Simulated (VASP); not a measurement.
Runs of VASP 6.6.1 on B. The structure is that of space group Fm-3m (No. 225), or close to it. The cells are those of the table. 

```csv
task,spin,cell,k mesh,cutoff (eV),gap on the mesh (eV),pressure (GPa)
single point,off,"a = 2.031 Å, angles 60.0°, 1 atom",21 × 21 × 21,520,none,-10.1
single point,off,"a = 2.005 Å, angles 60.0°, 1 atom",31 × 31 × 31,520,none,0.5
single point,"non-collinear, zero start, SOC","a = 2.005 Å, angles 60.0°, 1 atom",19 × 19 × 19,520,-,0.5
single point,off,"a = 1.950 Å, angles 60.0°, 1 atom",21 × 21 × 21,520,none,28.9
single point,off,"a = 2.005 Å, angles 60.0°, 1 atom",21 × 21 × 21,520,none,0.5
relaxation of cell and atoms,off,"relaxed from a = 2.101 Å, angles 60.0°, 1 atom",18 × 18 × 18,600,none,0.1
single point,off,"a = 1.921 Å, angles 60.0°, 1 atom",21 × 21 × 21,520,none,47.7
single point,off,"a = 2.057 Å, angles 60.0°, 1 atom",21 × 21 × 21,520,none,-19.0
single point,off,"a = 2.082 Å, angles 60.0°, 1 atom",21 × 21 × 21,520,none,-26.2
single point,off,"a = 2.005 Å, angles 60.0°, 1 atom",18 × 18 × 18,520,none,(b)
single point,off,"a = 1.978 Å, angles 60.0°, 1 atom",21 × 21 × 21,520,none,(a)
```

Alike in all rows: level LDA; potentials or basis VASP PAW LDA potentials, release 64 (B); smearing fermi-dirac 0.1 eV.

Q: Fill in the values left out.

A: (a) 13.4; (b) 0.4.

A gap of «none» marks levels without a gap at the run's occupations.
